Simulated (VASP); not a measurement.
# Re (P6_3/mmc) in VASP: a series of runs

Re is run at these levels: PBE; tasks: electric field gradients.

Program: VASP 6.6.1. These are calculated values, not measurements. Logs are shortened: lines on timing, memory, paths and dates and some standing lists are left out, and cuts for length are marked.

### 1 The cell of the first run

The structure is hexagonal, space group P6_3/mmc (No. 194). Conventional cell: a = 2.637 Å, b = 2.637 Å, c = 4.217 Å, α = 90.00°, β = 90.00°, γ = 120.00°. Re (site symmetry -6m2) has 12 Re at 2.60 to 2.64 Å within 3.4 Å.

### 2 Electric field gradients, PBE (volume scaled by 1.04)

Contents of INCAR:

```
PREC = Accurate ; ENCUT = 520
EDIFF = 1E-8 ; ISMEAR = -1
SIGMA = 0.05 ; LREAL = F
LASPH = T ; NELM = 80
ALGO = Normal ; ISIF = 2
LWAVE = F ; LCHARG = F
GGA = PE ; LEFG = T
NBANDS = 14
```

Contents of KPOINTS:

```
regular mesh
0
Gamma
  18 18 10
```

Contents of POSCAR:

```
Re
1.0
    2.6371536987      0.0000000000      0.0000000000
   -1.3185768494      2.2838420967      0.0000000000
    0.0000000000      0.0000000000      4.2167694387
Re
2
Direct
    0.3333333333      0.6666666667      0.2500000000
    0.6666666667      0.3333333333      0.7500000000
```

Potentials or basis: VASP PAW PBE potentials, release 64 (Re).

Run with:

```console
$ cat potpaw_PBE.64/Re/POTCAR > POTCAR
$ mpirun -np 1 vasp_std > vasp.out
```

OUTCAR:

```text
PREC = Accurate
   ENCUT = 520
   EDIFF = 1E-8
   ISMEAR = -1
   LREAL = F
   LASPH = T
   NELM = 80
   ISIF = 2
   GGA = PE

 ion  position               nearest neighbor table
   1  0.333  0.667  0.250-   2 2.60   2 2.60   2 2.60   2 2.60   2 2.60   2 2.60
   2  0.667  0.333  0.750-   1 2.60   1 2.60   1 2.60   1 2.60   1 2.60   1 2.60

  LATTYP: Found a hexagonal cell.
 ALAT       =     2.6371536987
 C/A-ratio  =     1.5989850879

  Lattice vectors:

 A1 = (   2.6371536987,   0.0000000000,   0.0000000000)
 A2 = (  -1.3185768494,   2.2838420967,   0.0000000000)
 A3 = (   0.0000000000,   0.0000000000,   4.2167694387)

Analysis of symmetry for initial positions (statically):
=====================================================================
 Subroutine PRICEL returns:
 Original cell was already a primitive cell.

 Routine SETGRP: Setting up the symmetry group for a
 hexagonal supercell.

 Subroutine GETGRP returns: Found 24 space group operations
 (whereof 12 operations were pure point group operations)
 out of a pool of 24 trial point group operations.

The static configuration has the point symmetry D_3d.
 The point group associated with its full space group is D_6h.

Analysis of symmetry for dynamics (positions and initial velocities):
=====================================================================
 Subroutine PRICEL returns:
 Original cell was already a primitive cell.

 Routine SETGRP: Setting up the symmetry group for a
 hexagonal supercell.

 Subroutine GETGRP returns: Found 24 space group operations
 (whereof 12 operations were pure point group operations)
 out of a pool of 24 trial point group operations.

The dynamic configuration has the point symmetry D_3d.
 The point group associated with its full space group is D_6h.

 Subroutine INISYM returns: Found 24 space group operations
 (whereof 12 operations are pure point group operations),
 and found     1 'primitive' translations

----------------------------------------------------------------------------------------

                                     Primitive cell

  volume of cell :      25.3969

  direct lattice vectors                    reciprocal lattice vectors
     2.637153699  0.000000000  0.000000000     0.379196708  0.218929321  0.000000000
    -1.318576849  2.283842097  0.000000000     0.000000000  0.437858642  0.000000000
     0.000000000  0.000000000  4.216769439     0.000000000  0.000000000  0.237148370

  length of vectors
     2.637153699  2.637153699  4.216769439     0.437858642  0.437858642  0.237148370

  position of ions in fractional coordinates (direct lattice)
     0.333333333  0.666666667  0.250000000
     0.666666667  0.333333333  0.750000000

  ion indices of the primitive-cell ions
   primitive index   ion index
                 1           1
                 2           2

----------------------------------------------------------------------------------------

 KPOINTS: regular mesh

Automatic generation of k-mesh.
 Grid dimensions read from file:
 generate k-points for:   18   18   10

 Generating k-lattice:

  Cartesian coordinates                     Fractional coordinates (reciprocal lattice)
     0.021066484  0.012162740  0.000000000     0.055555556 -0.000000000  0.000000000
     0.000000000  0.024325480  0.000000000     0.000000000  0.055555556  0.000000000
     0.000000000  0.000000000  0.023714837     0.000000000  0.000000000  0.100000000

  Length of vectors
     0.024325480  0.024325480  0.023714837

  Shift w.r.t. Gamma in fractional coordinates (k-lattice)
     0.000000000  0.000000000  0.000000000

 Subroutine IBZKPT returns following result:
 ===========================================

 Found    222 irreducible k-points:

 Following reciprocal coordinates:
            Coordinates               Weight
  0.000000  0.000000  0.000000      1.000000
  0.055556  0.000000  0.000000      6.000000
  0.111111  0.000000  0.000000      6.000000
  0.166667  0.000000  0.000000      6.000000
  0.222222 -0.000000  0.000000      6.000000
  0.277778  0.000000  0.000000      6.000000
[... 16 lines left out ...]
  0.333333  0.111111  0.000000     12.000000
  0.388889  0.111111  0.000000     12.000000
 [... further k-points ...]
   k-points           NKPTS =    222   k-points in BZ     NKDIM =    222   number of bands    NBANDS=     14
   number of dos      NEDOS =    301   number of ions     NIONS =      2
   total plane-waves  NPLWV =  12800
   dimension x,y,z NGX =    20 NGY =   20 NGZ =   32
   dimension x,y,z NGXF=    40 NGYF=   40 NGZF=   64
   ions per type =               2
   NGX,Y,Z   is equivalent  to a cutoff of  12.61, 12.61, 12.62 a.u.
   NGXF,Y,Z  is equivalent  to a cutoff of  25.22, 25.22, 25.23 a.u.
 SYSTEM =  unknown system
   PREC   = accura    normal or accurate (medium, high low for compatibility)
   ISTART =      0    job   : 0-new  1-cont  2-samecut
   ICHARG =      2    charge: 1-file 2-atom 10-const
   ISPIN  =      1    spin polarized calculation?
   LNONCOLLINEAR =      F non collinear calculations
   LSORBIT =      F    spin-orbit coupling
   LASPH  =      T    aspherical Exc in radial PAW
   ENCUT  =  520.0 eV  38.22 Ry    6.18 a.u.   4.90  4.90  7.84*2*pi/ulx,y,z
   NELM   =     80;   NELMIN=  2; NELMDL= -5     # of ELM steps
   EDIFF  = 0.1E-07   stopping-criterion for ELM
   LREAL  =      F    real-space projection
   EDIFFG = 0.1E-06   stopping-criterion for IOM
   NSW    =      0    number of steps for IOM
   IBRION =     -1    ionic relax: 0-MD 1-quasi-New 2-CG
   NFREE  =      0    steps in history (QN), initial steepest desc. (CG)
   ISIF   =      2    stress and relaxation
   ISYM   =      2    0-nonsym 1-usesym 2-fastsym
   POTIM  = 0.5000    time-step for ionic-motion
   TEBEG  =    0.0;   TEEND  =   0.0 temperature during run
   PSTRESS=    0.0 pullay stress
   NELECT =      14.0000    total number of electrons
   NUPDOWN=      -1.0000    fix difference up-down
   EMIN   =  10.00;   EMAX   =-10.00  energy-range for DOS
   EFERMI =   0.00;   METHOD = LEGACY
   ISMEAR =    -1;   SIGMA  =   0.05  broadening in eV -4-tet -1-fermi 0-gaus
   EFERMI_NEDOS =   21; number of points for ismear=-14 and -15
   IALGO  =     38    algorithm
   IMIX   =      4    mixing-type and parameters
     AMIX     =   0.40;   BMIX     =  1.00
     AMIX_MAG =   1.60;   BMIX_MAG =  1.00
  volume/ion in A,a.u.               =      12.70        85.69
  Fermi-wavevector in a.u.,A,eV,Ry     =   1.342323  2.536623 24.515402  1.801831
  Thomas-Fermi vector in A             =   2.470486
   LORBIT       =      0    0 simple, 1 ext, 2 COOP (PROOUT), +10 PAW based schemes
   GGA     = PE    functional components
   LHFCALC =     F    Hartree Fock is set to
   AEXX    =    0.0000 exact exchange contribution
   IVDW    =     0    specifies the selected vdW correction
   LEPSILON=     F    determine dielectric tensor
   LRPA    =     F    only Hartree local field effects (RPA)
 non-spin polarized calculation
  energy-cutoff  :      520.00
  volume of cell :       25.40
 maximum number of plane-waves:       705
 NGX is ok and might be reduce to    20
   NGX =  9   NGY =  9   NGZ = 15

 number of electron      14.0000001 magnetization

 Free energy of the ion-electron system (eV)
  ---------------------------------------------------
  ext. energy  EPLUGINS =         0.00000000
  ---------------------------------------------------
  free energy    TOTEN  =       -23.80946940 eV

  energy without entropy =      -23.79818317  energy(sigma->0) =      -23.80382628

 E-fermi :   9.8148     XC(G=0): -14.5554

 val. band max:        9.7872137247   @ k =   0.3333   0.0556   0.4000
 cond. band min:       9.8201710624   @ k =   0.0556   0.0556   0.1000
 fundamental gap:      0.0329573377
 Fermi energy:         9.8147672184

 k-point     1 :       0.0000    0.0000    0.0000
  band No.  band energies     occupation
      1      -1.0525      2.00000
      2       2.0340      2.00000
      3       7.7698      2.00000
      4       7.7698      2.00000
      5       7.9624      2.00000
      6       8.8674      2.00000
      7       8.8674      2.00000
      8       9.8888      0.37062
      9       9.8888      0.37062
     10      11.0133      0.00000
     11      13.8941      0.00000
     12      13.8941      0.00000
     13      21.9929      0.00000
     14      24.0603      0.00000
[... 375 lines left out ...]
 k-point    24 :       0.3889    0.1111    0.0000
  band No.  band energies     occupation
      1       3.0764      2.00000
      2       3.5098      2.00000
      3       3.5339      2.00000
      4       7.1395      2.00000
      5       7.3569      2.00000
      6       8.2943      2.00000
      7       9.1761      1.99999
      8      13.7824      0.00000
      9      14.4585      0.00000
     10      15.0059      0.00000
     11      16.7667      0.00000
     12      19.9509      0.00000
     13      21.8218      0.00000
     14      22.4785      0.00000

 [... further k-points ...]
[... 5 lines left out ...]
  --------------------------------------------------------------------------------------
  -------------------------------------------------------------------------------------
  Total       13.3038506     13.3038506     14.5216713     -0.0000000      0.0000000      0.0000000
  in kB      839.2794095    839.2794095    916.1061796     -0.0000000      0.0000000      0.0000000
  external PRESSURE =     864.8883329 kB  Pullay stress =       0.0000000 kB

 VOLUME and BASIS-vectors are now :
 -----------------------------------------------------------------------------
  energy-cutoff  :      520.00
  volume of cell :       25.40
      direct lattice vectors                 reciprocal lattice vectors
     2.637153699  0.000000000  0.000000000     0.379196708  0.218929321  0.000000000
    -1.318576849  2.283842097  0.000000000     0.000000000  0.437858642  0.000000000
     0.000000000  0.000000000  4.216769439     0.000000000  0.000000000  0.237148370

 POSITION                                       TOTAL-FORCE (eV/Angst)
 -----------------------------------------------------------------------------------
     -0.00000      1.52256      1.05419         0.000000      0.000000      0.000000
      1.31858      0.76128      3.16258        -0.000000     -0.000000      0.000000
 -----------------------------------------------------------------------------------
    total drift:                                0.000000      0.000000     -0.000000

  FREE ENERGIE OF THE ION-ELECTRON SYSTEM (eV)
  ---------------------------------------------------
  free  energy   TOTEN  =       -23.8094693971 eV

  energy  without entropy=      -23.7981831702  energy(sigma->0) =      -23.80382628

 Electric field gradients (V/A^2)
---------------------------------------------------------------------
 ion       V_xx      V_yy      V_zz      V_xy      V_xz      V_yz
---------------------------------------------------------------------
   1      52.734    52.735  -105.469     0.000     0.000    -0.000
   2      52.734    52.735  -105.469     0.000    -0.000     0.000
---------------------------------------------------------------------

 Electric field gradients after diagonalization (V/A^2)
 (convention: |V_zz| > |V_xx| > |V_yy|)
----------------------------------------------------------------------
 ion       V_xx      V_yy      V_zz     asymmetry (V_yy - V_xx)/ V_zz
----------------------------------------------------------------------
   1      52.735    52.734  -105.469       0.000
   2      52.735    52.734  -105.469       0.000
----------------------------------------------------------------------

           NMR quadrupolar parameters

 Cq : quadrupolar parameter    Cq=e*Q*V_zz/h
 eta: asymmetry parameters     (V_yy - V_xx)/ V_zz
 Q  : nuclear electric quadrupole moment in mb (millibarn)
----------------------------------------------------------------------
 ion       Cq(MHz)       eta       Q (mb)
----------------------------------------------------------------------
   1      -0.255       0.000       1.000
   2      -0.255       0.000       1.000
----------------------------------------------------------------------
```

Run time: 46 s. Hardware: 1 thread of Intel Xeon 6975P-C (Granite Rapids), shared host; peak memory 0.18 GiB.

Results:

```
Free energy            : -23.8095 eV
Pressure               : 86.5 GPa
Band gap on the k mesh : zero (band 7 reaches 11.86 eV, above the bottom of band 8 at 7.59 eV)
```

Electric field gradients, principal values (V/Å²):
| atom | least | middle | greatest (by size) |
| --- | --- | --- | --- |
| 1 Re | 52.734 | 52.735 | -105.469 |
| 2 Re | 52.734 | 52.735 | -105.469 |

Caveat: without QUAD_EFG the Cq values of the log hold for a quadrupole moment of 1 mb, not for the nuclei; spin-orbit coupling is left out, which moves the levels of the heavy elements.

### 3 Electric field gradients, PBE (volume scaled by 1.04)

Contents of INCAR:

```
SYSTEM = Re
PREC     = Accurate       ! precision mode
ENCUT    = 520            ! plane-wave cutoff, eV
EDIFF    = 1E-8           ! SCF threshold, eV
ISMEAR   = -1             ! smearing method
SIGMA    = 0.05           ! smearing width, eV
LREAL    = .FALSE.        ! projectors in reciprocal space
LASPH    = .TRUE.         ! aspherical terms in the spheres
NELM     = 100            ! most SCF steps
ALGO     = Normal         ! electronic algorithm
ISIF     = 2              ! what is computed and relaxed
LWAVE    = .FALSE.        ! write WAVECAR
LCHARG   = .FALSE.        ! write CHGCAR
GGA      = PE             ! functional
LEFG     = .TRUE.       
NBANDS   = 14             ! bands
```

Contents of KPOINTS:

```
regular mesh
0
G
  18 18 10
  0 0 0
```

POSCAR is that of step 2.

Potentials or basis: VASP PAW PBE potentials, release 64 (Re).

Run with:

```console
$ cat potpaw_PBE.64/Re/POTCAR > POTCAR
$ mpirun -np 1 vasp_std > vasp.out
```

OUTCAR:

```text
SYSTEM = Re
   PREC = Accurate
   ENCUT = 520
   EDIFF = 1E-8
   ISMEAR = -1
   LREAL = .FALSE.
   LASPH = .TRUE.
   NELM = 100
   ISIF = 2
   GGA = PE

 ion  position               nearest neighbor table
   1  0.333  0.667  0.250-   2 2.60   2 2.60   2 2.60   2 2.60   2 2.60   2 2.60
   2  0.667  0.333  0.750-   1 2.60   1 2.60   1 2.60   1 2.60   1 2.60   1 2.60

  LATTYP: Found a hexagonal cell.
 ALAT       =     2.6371536987
 C/A-ratio  =     1.5989850879

  Lattice vectors:

 A1 = (   2.6371536987,   0.0000000000,   0.0000000000)
 A2 = (  -1.3185768494,   2.2838420967,   0.0000000000)
[... 623 lines left out ...]
  free  energy   TOTEN  =       -23.8094693971 eV

  energy  without entropy=      -23.7981831702  energy(sigma->0) =      -23.80382628

 Electric field gradients (V/A^2)
---------------------------------------------------------------------
 ion       V_xx      V_yy      V_zz      V_xy      V_xz      V_yz
---------------------------------------------------------------------
   1      52.734    52.735  -105.469     0.000     0.000    -0.000
   2      52.734    52.735  -105.469     0.000    -0.000     0.000
---------------------------------------------------------------------

 Electric field gradients after diagonalization (V/A^2)
 (convention: |V_zz| > |V_xx| > |V_yy|)
----------------------------------------------------------------------
 ion       V_xx      V_yy      V_zz     asymmetry (V_yy - V_xx)/ V_zz
----------------------------------------------------------------------
   1      52.735    52.734  -105.469       0.000
   2      52.735    52.734  -105.469       0.000
----------------------------------------------------------------------

           NMR quadrupolar parameters

 Cq : quadrupolar parameter    Cq=e*Q*V_zz/h
 eta: asymmetry parameters     (V_yy - V_xx)/ V_zz
 Q  : nuclear electric quadrupole moment in mb (millibarn)
----------------------------------------------------------------------
 ion       Cq(MHz)       eta       Q (mb)
----------------------------------------------------------------------
   1      -0.255       0.000       1.000
   2      -0.255       0.000       1.000
----------------------------------------------------------------------
```

OSZICAR:

```text
N       E                     dE             d eps       ncg     rms          rms(c)
DAV:   1     0.228955878506E+02    0.22896E+02   -0.69878E+03 12424   0.129E+03
DAV:   2    -0.240413011823E+02   -0.46937E+02   -0.41831E+02 10244   0.304E+02
DAV:   3    -0.249677017752E+02   -0.92640E+00   -0.91305E+00  9318   0.411E+01
DAV:   4    -0.249761015155E+02   -0.83997E-02   -0.83935E-02  9800   0.257E+00
DAV:   5    -0.249762583443E+02   -0.15683E-03   -0.15681E-03  9290   0.624E-01    0.565E+01
DAV:   6    -0.241769101328E+02    0.79935E+00   -0.36316E-01 10796   0.161E+01    0.281E+01
DAV:   7    -0.238162673425E+02    0.36064E+00   -0.41054E-01 10808   0.165E+01    0.348E-01
DAV:   8    -0.238103526484E+02    0.59147E-02   -0.52979E-03 10120   0.629E-01    0.218E-01
DAV:   9    -0.238094468274E+02    0.90582E-03   -0.44721E-04 10624   0.203E-01    0.424E-02
DAV:  10    -0.238094718025E+02   -0.24975E-04   -0.61208E-05 10236   0.838E-02    0.198E-02
DAV:  11    -0.238094696478E+02    0.21547E-05   -0.79185E-07 10412   0.159E-02    0.241E-03
DAV:  12    -0.238094693647E+02    0.28310E-06   -0.16932E-08  6818   0.393E-03    0.457E-04
DAV:  13    -0.238094694235E+02   -0.58796E-07   -0.58773E-09  5160   0.171E-03    0.427E-04
DAV:  14    -0.238094694105E+02    0.13083E-07   -0.32952E-09  4890   0.221E-03    0.896E-05
DAV:  15    -0.238094693972E+02    0.13298E-07   -0.25486E-09  4530   0.139E-03    0.143E-04
DAV:  16    -0.238094693971E+02    0.10641E-09   -0.15236E-09  4314   0.143E-03
   1 F= -.23809469E+02 E0= -.23803826E+02  d E =-.112862E-01
```

It took 42 s on 1 thread of Intel Xeon 6975P-C (Granite Rapids), shared host; peak memory 0.19 GiB.

Results:

| Property | Result |
| --- | --- |
| Free energy | -23.8095 eV |
| Pressure | 86.5 GPa |
| Band gap on the k mesh | zero (band 7 reaches 11.86 eV, above the bottom of band 8 at 7.59 eV) |

Electric field gradients, principal values (V/Å²):
```csv
atom,least,middle,greatest (by size)
1 Re,52.734,52.735,-105.469
2 Re,52.734,52.735,-105.469
```

Caveat: without QUAD_EFG the Cq values of the log hold for a quadrupole moment of 1 mb, not for the nuclei; spin-orbit coupling is left out, which moves the levels of the heavy elements.
